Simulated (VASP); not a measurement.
ZnAu: single point with PBEsol

The system is ZnAu.

```
CELL_PARAMETERS angstrom
3.14700 0.00000 0.00000
0.00000 3.14700 0.00000
0.00000 0.00000 3.14700
ATOMIC_POSITIONS crystal
Au 0.00000 0.00000 0.00000
Zn 0.50000 0.50000 0.50000
```

```json
{
  "Program": "VASP 6.6.1",
  "Task": "single point",
  "Functional": "PBEsol",
  "Potentials or basis": "VASP PAW PBE potentials, release 64 (Au, Zn)",
  "Cutoff": "520 eV",
  "k mesh": "5 × 5 × 5",
  "Occupations": "fermi-dirac, width 0.05 eV",
  "Spin": "no spin polarisation"
}
```

```json
{"Pressure": "-1.6 GPa"}
```

Levels at points of the mesh, in eV from the Fermi level:
| k point | band 8 | band 9 | band 10 | band 11 | band 12 | band 13 | band 14 | band 15 |
| --- | --- | --- | --- | --- | --- | --- | --- | --- |
| (0.00, 0.00, 0.00) | -5.14 | -3.45 | -3.45 | -3.45 | 5.21 | 5.21 | 5.21 | 9.08 |

Wall time 10 s on 1 thread of Intel(R) Xeon(R) Platinum 8259CL CPU @ 2.50GHz (Skylake/Cascade Lake), with other jobs on the host, peak memory 0.14 GiB.

Caveat: the k points lie up to 0.40 Å⁻¹ apart; the PAW data sets were made with another functional, which shifts forces and pressure a little; spin-orbit coupling is left out, which moves the levels of the heavy elements.
